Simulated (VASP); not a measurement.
Ti6H, 7 atoms in the cell. The cell holds a slab with vacuum, 7 atoms: a = 2.868 Å, b = 4.056 Å, c = 26.170 Å, α = 90.00°, β = 90.00°, γ = 90.00°. 

| Quantity | Value |
| --- | --- |
| Program | VASP 6.6.1 |
| Task | single point |
| Functional | PBEsol |
| Potentials or basis | VASP PAW PBE potentials, release 64 (Ti_sv, H) |
| Cutoff | 520 eV |
| k mesh | 10 × 7 × 1 |
| Occupations | gaussian, width 0.1 eV |
| Spin | no spin polarisation |
| Dipole correction | yes |
| Further INCAR settings | ALGO = Normal; EDIFF = 1e-06; NBANDS = 46 |

Potentials or basis: VASP PAW PBE potentials, release 64 (Ti_sv, H).

Command:

```console
$ cat potpaw_PBE.64/Ti_sv/POTCAR potpaw_PBE.64/H/POTCAR > POTCAR
$ mpirun -np 1 vasp_std > vasp.out
```

Hardware: 1 thread of Intel(R) Xeon(R) 6975P-C (Granite Rapids) (shared host).

Problem. How long does it take, and how much memory?

Solution. Run time: 7.4 min on 1 thread of Intel(R) Xeon(R) 6975P-C (Granite Rapids), with other jobs on the host, peak memory 0.49 GiB. Counts: scf iterations 35, k points 24.
